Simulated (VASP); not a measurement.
Crystal: InSe2.

```
In Se
1.0
     3.89489    0.00000    0.00000
     0.00000    3.89489    0.00000
     0.00000    0.00000    9.62623
In Se
2 4
Direct
  0.00000 0.50000 0.70647
  0.50000 0.00000 0.29353
  0.00000 0.50000 0.36621
  0.50000 0.00000 0.63379
  0.00000 0.00000 0.00000
  0.50000 0.50000 0.00000
```

Program: VASP 6.6.1. Alike in all runs: task single point; level PBEsol; potentials or basis VASP PAW PBE potentials, release 64 (In_d, Se); no spin polarisation; cell as given; smearing gaussian 0.1 eV.

Order these runs on this cell by their pressure, lowest first.
A. k mesh 1 × 1 × 1; cutoff (eV) 500
B. k mesh 6 × 6 × 4, shifted; cutoff (eV) 520
C. k mesh 2 × 2 × 1; cutoff (eV) 520

B (-3.2 GPa), C (-1.0 GPa), A (12.7 GPa).

Caveats: some runs use coarse meshes; the PAW data sets were made with another functional, which shifts forces and pressure a little; the cell stands under tension (at least some runs).
